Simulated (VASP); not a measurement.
A run of VASP 6.6.1 is set up as follows.

INCAR

```
PREC = Accurate ; ENCUT = 520
EDIFF = 1E-6 ; ISMEAR = 0
SIGMA = 0.02 ; LREAL = False
LASPH = True ; NELM = 100
ALGO = Normal ; ISIF = 2
LWAVE = False ; LCHARG = False
GGA = PE ; IVDW = 12
NBANDS = 35
```

The input KPOINTS:

```
Automatic mesh
0
Gamma
  6 6 8
```

File POSCAR:

```
SnO2
1.0
    4.7940651472      0.0000000000      0.0000000000
    0.0000000000      4.7940651472      0.0000000000
    0.0000000000      0.0000000000      3.2295258598
Sn O
2 4
Direct
    0.5000000000      0.5000000000      0.5000000000
    0.0000000000      0.0000000000      0.0000000000
    0.1937856682      0.8062143318      0.5000000000
    0.8062143318      0.1937856682      0.5000000000
    0.3062143318      0.3062143318      0.0000000000
    0.6937856682      0.6937856682      0.0000000000
```

Potentials or basis: VASP PAW PBE potentials, release 64 (Sn_d, O).

Run with:

```bash
$ cat potpaw_PBE.64/Sn_d/POTCAR potpaw_PBE.64/O/POTCAR > POTCAR
$ mpirun -np 1 vasp_std > vasp.out
```

Problem. Predict the pressure.

Solution. 0.6 GPa.

Problem. What does it give for the dispersion energy per atom?

Solution. -0.215 eV.

Problem. Predict the largest force.

Solution. 0.016 eV/Å.

Forces in eV/Å, atoms in the order of the input:
```
Sn   0.000  0.000  0.000
Sn   0.000  0.000  0.000
O    0.011 -0.011  0.000
O   -0.011  0.011  0.000
O   -0.011 -0.011  0.000
O    0.011  0.011  0.000
```
